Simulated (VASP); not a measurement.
# Al2O3 (P-6m2) in VASP: a series of runs

The runs below take Al2O3 through single point, with r2SCAN.

All numbers are computed with VASP 6.6.1; they aren't measurements. Logs are shortened: lines on timing, memory, paths and dates and some standing lists are left out, and cuts for length are marked.

### Step 1. The cell of the first run

The structure is hexagonal, space group P-6m2 (No. 187). The conventional cell has a = 2.814 Å, b = 2.814 Å, c = 6.792 Å, α = 90.00°, β = 90.00°, γ = 120.00°. Al (site symmetry 3m) has 6 O at 1.76 to 2.12 Å within 2.3 Å. Within 2.3 Å of O (site symmetry 3m) lie 3 Al at 1.76 Å. Within 2.8 Å of O (site symmetry -6m2) lie 6 Al at 2.12 Å and 6 O at 2.61 Å.

### Step 2. Single point, r2SCAN

Contents of POSCAR:

```
Al2O3
1.0
    2.8139546234      0.0000000000      0.0000000000
   -1.4069773117      2.4369561889      0.0000000000
    0.0000000000      0.0000000000      6.7923330883
Al O
2 3
Direct
    0.0000000000      0.0000000000      0.7991042216
    0.0000000000      0.0000000000      0.2008957784
    0.3333333333      0.6666666667      0.7001233431
    0.6666666667      0.3333333333      0.0000000000
    0.3333333333      0.6666666667      0.2998766569
```

Contents of INCAR.step1:

```
PREC = Accurate
ENCUT = 520
ISMEAR = -1
SIGMA = 0.05
LREAL = False
LASPH = True
NELM = 100
NBANDS = 20
GGA = PE
ALGO = Normal
EDIFF = 1E-4
LWAVE = True
LCHARG = False
```

Contents of INCAR.step2:

```
PREC = Accurate
ENCUT = 520
EDIFF = 1E-7
ISMEAR = -1
SIGMA = 0.05
LREAL = False
LASPH = True
NELM = 100
ALGO = Normal
ISIF = 2
LWAVE = False
LCHARG = True
METAGGA = R2SCAN
LMIXTAU = True
LELF = True
LVHAR = True
NBANDS = 20
ISTART = 1
```

Contents of KPOINTS:

```
regular mesh
0
Gamma
  11 11 3
```

Potentials or basis: VASP PAW PBE potentials, release 64 (Al, O).

Started as:

```console
$ cat potpaw_PBE.64/Al/POTCAR potpaw_PBE.64/O/POTCAR > POTCAR
$ cp INCAR.step1 INCAR
$ mpirun -np 1 vasp_std > vasp.out
$ cp INCAR.step2 INCAR
$ mpirun -np 1 vasp_std > vasp.out
```

OUTCAR:

```text
PREC = Accurate
   ENCUT = 520
   EDIFF = 1E-7
   ISMEAR = -1
   LREAL = False
   LASPH = True
   NELM = 100
   ISIF = 2
   METAGGA = R2SCAN
   ISTART = 1

 ion  position               nearest neighbor table
   1  0.000  0.000  0.799-   3 1.76   3 1.76   3 1.76   4 2.12   4 2.12   4 2.12   2 2.73
   2  0.000  0.000  0.201-   5 1.76   5 1.76   5 1.76   4 2.12   4 2.12   4 2.12   1 2.73
   3  0.333  0.667  0.700-   1 1.76   1 1.76   1 1.76
   4  0.667  0.333  0.000-   1 2.12   2 2.12   1 2.12   2 2.12   1 2.12   2 2.12
   5  0.333  0.667  0.300-   2 1.76   2 1.76   2 1.76

  LATTYP: Found a hexagonal cell.
 ALAT       =     2.8139546234
 C/A-ratio  =     2.4138033470

  Lattice vectors:

 A1 = (   2.8139546234,   0.0000000000,   0.0000000000)
 A2 = (  -1.4069773117,   2.4369561889,   0.0000000000)
 A3 = (   0.0000000000,   0.0000000000,   6.7923330883)

Analysis of symmetry for initial positions (statically):
=====================================================================
 Subroutine PRICEL returns:
 Original cell was already a primitive cell.

 Routine SETGRP: Setting up the symmetry group for a
 hexagonal supercell.

 Subroutine GETGRP returns: Found 12 space group operations
 (whereof 12 operations were pure point group operations)
 out of a pool of 24 trial point group operations.

The static configuration has the point symmetry D_3h.

Analysis of symmetry for dynamics (positions and initial velocities):
=====================================================================
 Subroutine PRICEL returns:
 Original cell was already a primitive cell.

 Routine SETGRP: Setting up the symmetry group for a
 hexagonal supercell.

 Subroutine GETGRP returns: Found 12 space group operations
 (whereof 12 operations were pure point group operations)
 out of a pool of 24 trial point group operations.

The dynamic configuration has the point symmetry D_3h.

 Subroutine INISYM returns: Found 12 space group operations
 (whereof 12 operations are pure point group operations),
 and found     1 'primitive' translations

----------------------------------------------------------------------------------------

                                     Primitive cell

  volume of cell :      46.5783

  direct lattice vectors                    reciprocal lattice vectors
     2.813954623  0.000000000  0.000000000     0.355371757  0.205173980  0.000000000
    -1.406977312  2.436956189  0.000000000     0.000000000  0.410347960  0.000000000
     0.000000000  0.000000000  6.792333088     0.000000000  0.000000000  0.147224818

  length of vectors
     2.813954623  2.813954623  6.792333088     0.410347960  0.410347960  0.147224818

  position of ions in fractional coordinates (direct lattice)
     0.000000000  0.000000000  0.799104222
     0.000000000  0.000000000  0.200895778
     0.333333333  0.666666667  0.700123343
     0.666666667  0.333333333  0.000000000
     0.333333333  0.666666667  0.299876657

  ion indices of the primitive-cell ions
   primitive index   ion index
                 1           1
                 2           2
                 3           3
                 4           4
                 5           5

----------------------------------------------------------------------------------------

 KPOINTS: regular mesh

Automatic generation of k-mesh.
 Grid dimensions read from file:
 generate k-points for:   11   11    3

 Generating k-lattice:

  Cartesian coordinates                     Fractional coordinates (reciprocal lattice)
     0.032306523  0.018652180  0.000000000     0.090909091  0.000000000  0.000000000
     0.000000000  0.037304360  0.000000000     0.000000000  0.090909091  0.000000000
     0.000000000  0.000000000  0.049074939     0.000000000  0.000000000  0.333333333

  Length of vectors
     0.037304360  0.037304360  0.049074939

  Shift w.r.t. Gamma in fractional coordinates (k-lattice)
     0.000000000  0.000000000  0.000000000

 Subroutine IBZKPT returns following result:
 ===========================================

 Found     32 irreducible k-points:

 Following reciprocal coordinates:
            Coordinates               Weight
  0.000000  0.000000  0.000000      1.000000
  0.090909  0.000000  0.000000      6.000000
  0.181818  0.000000  0.000000      6.000000
  0.272727  0.000000  0.000000      6.000000
  0.363636  0.000000  0.000000      6.000000
  0.454545  0.000000  0.000000      6.000000
[... 16 lines left out ...]
  0.090909  0.090909  0.333333     12.000000
  0.181818  0.090909  0.333333     24.000000
 [... further k-points ...]
   k-points           NKPTS =     32   k-points in BZ     NKDIM =     32   number of bands    NBANDS=     20
   number of dos      NEDOS =    301   number of ions     NIONS =      5
   total plane-waves  NPLWV =  31104
   dimension x,y,z NGX =    24 NGY =   24 NGZ =   54
   dimension x,y,z NGXF=    48 NGYF=   48 NGZF=  108
   ions per type =               2   3
   NGX,Y,Z   is equivalent  to a cutoff of  14.18, 14.18, 13.22 a.u.
   NGXF,Y,Z  is equivalent  to a cutoff of  28.36, 28.36, 26.43 a.u.
 SYSTEM =  unknown system
   PREC   = accura    normal or accurate (medium, high low for compatibility)
   ISTART =      1    job   : 0-new  1-cont  2-samecut
   ICHARG =      0    charge: 1-file 2-atom 10-const
   ISPIN  =      1    spin polarized calculation?
   LNONCOLLINEAR =      F non collinear calculations
   LSORBIT =      F    spin-orbit coupling
   LASPH  =      T    aspherical Exc in radial PAW
   ENCUT  =  520.0 eV  38.22 Ry    6.18 a.u.   5.23  5.23 12.63*2*pi/ulx,y,z
   NELM   =    100;   NELMIN=  2; NELMDL=  0     # of ELM steps
   EDIFF  = 0.1E-06   stopping-criterion for ELM
   LREAL  =      F    real-space projection
   EDIFFG = 0.1E-05   stopping-criterion for IOM
   NSW    =      0    number of steps for IOM
   IBRION =     -1    ionic relax: 0-MD 1-quasi-New 2-CG
   NFREE  =      0    steps in history (QN), initial steepest desc. (CG)
   ISIF   =      2    stress and relaxation
   ISYM   =      2    0-nonsym 1-usesym 2-fastsym
   POTIM  = 0.5000    time-step for ionic-motion
   TEBEG  =    0.0;   TEEND  =   0.0 temperature during run
   PSTRESS=    0.0 pullay stress
   NELECT =      24.0000    total number of electrons
   NUPDOWN=      -1.0000    fix difference up-down
   EMIN   =  10.00;   EMAX   =-10.00  energy-range for DOS
   EFERMI =   0.00;   METHOD = LEGACY
   ISMEAR =    -1;   SIGMA  =   0.05  broadening in eV -4-tet -1-fermi 0-gaus
   EFERMI_NEDOS =   21; number of points for ismear=-14 and -15
   IALGO  =     38    algorithm
   IMIX   =      4    mixing-type and parameters
     AMIX     =   0.40;   BMIX     =  1.00
     AMIX_MAG =   1.60;   BMIX_MAG =  1.00
  volume/ion in A,a.u.               =       9.32        62.87
  Fermi-wavevector in a.u.,A,eV,Ry     =   1.312454  2.480178 23.436507  1.722535
  Thomas-Fermi vector in A             =   2.442845
   LORBIT       =      0    0 simple, 1 ext, 2 COOP (PROOUT), +10 PAW based schemes
   METAGGA = R2SCAN    functional components
   LHFCALC =     F    Hartree Fock is set to
   AEXX    =    0.0000 exact exchange contribution
   IVDW    =     0    specifies the selected vdW correction
   LEPSILON=     F    determine dielectric tensor
   LRPA    =     F    only Hartree local field effects (RPA)
 non-spin polarized calculation
  energy-cutoff  :      520.00
  volume of cell :       46.58
 maximum number of plane-waves:      1265
 NGX is ok and might be reduce to    24
   NGX = 11   NGY = 11   NGZ = 25

 number of electron      24.0000006 magnetization

 Free energy of the ion-electron system (eV)
  ---------------------------------------------------
  ext. energy  EPLUGINS =         0.00000000
  ---------------------------------------------------
  free energy    TOTEN  =       -46.67455870 eV

  energy without entropy =      -46.67455870  energy(sigma->0) =      -46.67455870

 E-fermi :   5.9992     XC(G=0): -11.5218

 val. band max:        4.8395634897   @ k =   0.0909   0.0909   0.0000
 cond. band min:      10.4486554114   @ k =   0.0000   0.0000   0.0000
 fundamental gap:      5.6090919216
 Fermi energy:         5.9991798303

 k-point     1 :       0.0000    0.0000    0.0000
  band No.  band energies     occupation
      1     -15.8962      2.00000
      2     -14.4502      2.00000
      3     -13.4692      2.00000
      4      -0.8637      2.00000
      5       1.5118      2.00000
      6       2.7222      2.00000
[... 12 lines left out ...]
     19      20.9908      0.00000
     20      21.3772      0.00000

 k-point     2 :       0.0909    0.0000    0.0000
  band No.  band energies     occupation
      1     -15.7851      2.00000
      2     -14.3682      2.00000
      3     -13.4261      2.00000
      4      -0.8148      2.00000
      5       1.3590      2.00000
      6       2.5028      2.00000
[... 12 lines left out ...]
     19      21.1317      0.00000
     20      21.2647      0.00000

 k-point     3 :       0.1818    0.0000    0.0000
  band No.  band energies     occupation
      1     -15.4668      2.00000
      2     -14.1397      2.00000
      3     -13.3160      2.00000
      4      -0.7399      2.00000
      5       0.6636      2.00000
      6       1.8652      2.00000
[... 12 lines left out ...]
     19      20.8353      0.00000
     20      21.8107      0.00000

 k-point     4 :       0.2727    0.0000    0.0000
  band No.  band energies     occupation
      1     -14.9903      2.00000
      2     -13.8201      2.00000
      3     -13.1953      2.00000
      4      -0.8719      2.00000
      5      -0.4438      2.00000
      6       0.8891      2.00000
[... 12 lines left out ...]
     19      20.8347      0.00000
     20      21.3910      0.00000

 k-point     5 :       0.3636    0.0000    0.0000
  band No.  band energies     occupation
      1     -14.4483      2.00000
      2     -13.5020      2.00000
      3     -13.1454      2.00000
      4      -1.4609      2.00000
      5      -1.2939      2.00000
      6       0.0742      2.00000
[... 12 lines left out ...]
     19      20.8756      0.00000
     20      21.3750      0.00000

 k-point     6 :       0.4545    0.0000    0.0000
  band No.  band energies     occupation
      1     -14.0123      2.00000
      2     -13.2996      2.00000
      3     -13.2072      2.00000
      4      -2.0530      2.00000
      5      -1.6432      2.00000
      6      -0.3818      2.00000
[... 12 lines left out ...]
     19      20.4217      0.00000
     20      21.4553      0.00000

 k-point     7 :       0.0909    0.0909    0.0000
  band No.  band energies     occupation
      1     -15.5703      2.00000
      2     -14.2128      2.00000
      3     -13.3494      2.00000
      4      -0.7502      2.00000
      5       0.9538      2.00000
      6       2.0019      2.00000
[... 12 lines left out ...]
     19      20.7893      0.00000
     20      21.7426      0.00000
[... 277 lines left out ...]
 k-point    20 :       0.2727    0.0000    0.3333
  band No.  band energies     occupation
      1     -14.9551      2.00000
      2     -13.9446      2.00000
      3     -13.0999      2.00000
      4      -0.9634      2.00000
      5      -0.3274      2.00000
      6       0.9909      2.00000
[... 12 lines left out ...]
     19      20.0769      0.00000
     20      21.6483      0.00000

 k-point    21 :       0.3636    0.0000    0.3333
  band No.  band energies     occupation
      1     -14.4165      2.00000
      2     -13.6202      2.00000
      3     -13.0574      2.00000
      4      -1.4049      2.00000
      5      -1.3669      2.00000
      6       0.2703      2.00000
[... 12 lines left out ...]
     19      20.6312      0.00000
     20      21.4861      0.00000

 k-point    22 :       0.4545    0.0000    0.3333
  band No.  band energies     occupation
      1     -13.9867      2.00000
      2     -13.4168      2.00000
      3     -13.1159      2.00000
      4      -1.9875      2.00000
      5      -1.7657      2.00000
      6      -0.1683      2.00000
[... 12 lines left out ...]
     19      21.0610      0.00000
     20      21.4755      0.00000

 k-point    23 :       0.0909    0.0909    0.3333
  band No.  band energies     occupation
      1     -15.5330      2.00000
      2     -14.3450      2.00000
      3     -13.2431      2.00000
      4      -0.9793      2.00000
      5       1.2736      2.00000
      6       1.9253      2.00000
[... 12 lines left out ...]
     19      20.5812      0.00000
     20      21.6343      0.00000

 k-point    24 :       0.1818    0.0909    0.3333
  band No.  band energies     occupation
      1     -15.1360      2.00000
      2     -14.0647      2.00000
      3     -13.1342      2.00000
      4      -0.8863      2.00000
      5       0.2565      2.00000
      6       1.1340      2.00000
[... 12 lines left out ...]
     19      19.9278      0.00000
     20      21.4848      0.00000

 [... further k-points ...]

------------------------ aborting loop because EDIFF is reached ----------------------------------------

  FORCE on cell =-STRESS in cart. coord.  units (eV):
  Direction    XX          YY          ZZ          XY          YZ          ZX
  --------------------------------------------------------------------------------------
  -------------------------------------------------------------------------------------
  Total        2.9557550      2.9557550      2.7418532      0.0000000     -0.0000000      0.0000000
  in kB      101.6705642    101.6705642     94.3128790      0.0000000     -0.0000000      0.0000000
  external PRESSURE =      99.2180025 kB  Pullay stress =       0.0000000 kB

 VOLUME and BASIS-vectors are now :
 -----------------------------------------------------------------------------
  energy-cutoff  :      520.00
  volume of cell :       46.58
      direct lattice vectors                 reciprocal lattice vectors
     2.813954623  0.000000000  0.000000000     0.355371757  0.205173980  0.000000000
    -1.406977312  2.436956189  0.000000000     0.000000000  0.410347960  0.000000000
     0.000000000  0.000000000  6.792333088     0.000000000  0.000000000  0.147224818

 POSITION                                       TOTAL-FORCE (eV/Angst)
 -----------------------------------------------------------------------------------
      0.00000      0.00000      5.42778         0.000000     -0.000000     -0.013550
      0.00000      0.00000      1.36455        -0.000000      0.000000      0.013550
     -0.00000      1.62464      4.75547        -0.000000     -0.000000      0.034252
      1.40698      0.81232      0.00000        -0.000000     -0.000000      0.000000
     -0.00000      1.62464      2.03686        -0.000000     -0.000000     -0.034252
 -----------------------------------------------------------------------------------
    total drift:                                0.000008     -0.000005      0.000000

  FREE ENERGIE OF THE ION-ELECTRON SYSTEM (eV)
  ---------------------------------------------------
  free  energy   TOTEN  =       -46.6745586999 eV

  energy  without entropy=      -46.6745586999  energy(sigma->0) =      -46.67455870
```

It took 3.1 min on 1 thread of AMD EPYC 7R43 (Zen 3), shared host; peak memory 0.15 GiB.

What came out:

* Free energy: -46.6746 eV
* Pressure: 9.9 GPa
* Largest force: 0.034 eV/Å
* Band gap on the k mesh: 5.61 eV, indirect (least direct gap 5.70 eV)

Forces in eV/Å, atoms in the order of the input:
```
Al   0.000  0.000 -0.014
Al   0.000  0.000  0.014
O    0.000  0.000  0.034
O    0.000  0.000  0.000
O    0.000  0.000 -0.034
```

Levels at points of the mesh, in eV from the valence-band top:
```csv
k point,band 10,band 11,band 12,band 13,band 14,band 15
"(0.00, 0.00, 0.00)",-1.14,-1.14,-0.09,5.61,8.50,10.07
```

Caveat: the PAW data sets were made with another functional, which shifts forces and pressure a little. A k mesh can miss the band edges.

(Continued in part 2 of 2.)
